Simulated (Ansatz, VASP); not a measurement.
## Au in VASP and in Ansatz

```
Au
1.0
    -1.65727    1.65727    1.65727
     1.65727   -1.65727    1.65727
     1.65727    1.65727   -1.65727
Au
1
Direct
  0.00000 0.00000 0.00000
```

Alike in both runs: functional HSE06; k mesh 6 × 6 × 6; occupations fermi-dirac, width 0.05 eV; no spin polarisation.

|  | VASP | Ansatz |
| --- | --- | --- |
| version | VASP 6.6.1 | Ansatz 0.2.0 |
| potentials or method | VASP PAW PBE potentials, release 64 (Au) | Ansatz PAW |
| plane-wave cutoff (eV) | 520 | 420 |
| valence electrons in the cell | 11 | 19 |
| task | single point | band structure |

```tsv
	VASP	Ansatz	Ansatz less VASP
gap on the k mesh at the Fermi level (eV)	none	none	-
pressure (GPa)	-4.0	-4.0	-0.04
```

A gap of «none» marks a metal or a gap that the smearing closes. VASP's potentials hold 11 valence electrons a cell and Ansatz's 19, so a difference there can come from the potentials and not from the codes.

The k mesh is coarse, so the values compare programs but aren't converged. Spin-orbit coupling is off throughout.
